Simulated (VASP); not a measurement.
A run of VASP 6.6.1 is set up as follows.

INCAR

```
SYSTEM = AlH2
PREC = Accurate
ENCUT = 520
EDIFF = 1E-6
ISMEAR = 0
SIGMA = 0.1
LREAL = .False.
LASPH = .True.
NELM = 60
ALGO = Normal
ISIF = 2
LWAVE = .False.
LCHARG = .False.
GGA = PE
NBANDS = 10
```

The input KPOINTS:

```
Automatic mesh
0
Gamma
  6 6 6
  0 0 0
```

Contents of POSCAR:

```
AlH2
1.0
    2.1177087200     -2.3327764000      0.0000000000
    2.1177087200      2.3327764000      0.0000000000
    0.0000000000      0.0000000000      3.0754052800
Al H
1 2
Direct
    0.0000000000      0.0000000000      0.5000000000
    0.0000000000      0.5000000000      0.0000000000
    0.5000000000      0.0000000000      0.0000000000
```

Potentials or basis: VASP PAW PBE potentials, release 64 (Al, H).

Command:

```bash
$ cat potpaw_PBE.64/Al/POTCAR potpaw_PBE.64/H/POTCAR > POTCAR
$ mpirun -np 1 vasp_std > vasp.out
```

**Question.** Predict the pressure.

**Answer.** -12.7 GPa.

**Question.** Estimate the band gap on the k mesh.

**Answer.** Zero (an odd number of electrons rules out a gap without spin polarisation).

Stress tensor (GPa, compression positive):
```
 -2.72   0.00   0.00
  0.00 -10.16   0.00
  0.00   0.00 -25.21
```

Caveat: the stress differs along the axes, from -25 to -3 GPa.
